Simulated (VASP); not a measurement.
Input of a VASP 6.6.1 run:

File INCAR:

```
ALGO     = Normal         # electronic algorithm
EDIFF    = 1E-6           # SCF threshold, eV
EDIFFG   = -0.01          # ionic threshold
ENCUT    = 600            # plane-wave cutoff, eV
GGA      = PE             # functional
IBRION   = 2              # ionic algorithm
ISIF     = 4              # what is computed and relaxed
ISMEAR   = 0              # smearing method
LASPH    = True           # aspherical terms in the spheres
LCHARG   = False          # write CHGCAR
LREAL    = False          # projectors in reciprocal space
LWAVE    = False          # write WAVECAR
NELM     = 80             # most SCF steps
NSW      = 60             # ionic steps
PREC     = Accurate       # precision mode
SIGMA    = 0.05           # smearing width, eV
```

Contents of KPOINTS:

```
k-points
0
Gamma
  10 10 6
```

File POSCAR:

```
CdSe
1.0
    4.3233545385      0.0000000000      0.0000000000
   -2.1616772693      3.7441348599      0.0000000000
    0.0000000000      0.0000000000      7.0590149965
Cd Se
2 2
Direct
    0.3333333333      0.6666666667      0.0046115015
    0.6666666667      0.3333333333      0.5046115015
    0.3333333333      0.6666666667      0.3803884985
    0.6666666667      0.3333333333      0.8803884985
```

Potentials or basis: VASP PAW PBE potentials, release 64 (Cd, Se).

Launch:

```bash
$ cat potpaw_PBE.64/Cd/POTCAR potpaw_PBE.64/Se/POTCAR > POTCAR
$ mpirun -np 1 vasp_std > vasp.out
```

(1) Predict the band gap on the k mesh.

Results:

(1) 0.63 eV, direct.

Caveat: the relaxation stopped at its first step, so nothing moved.
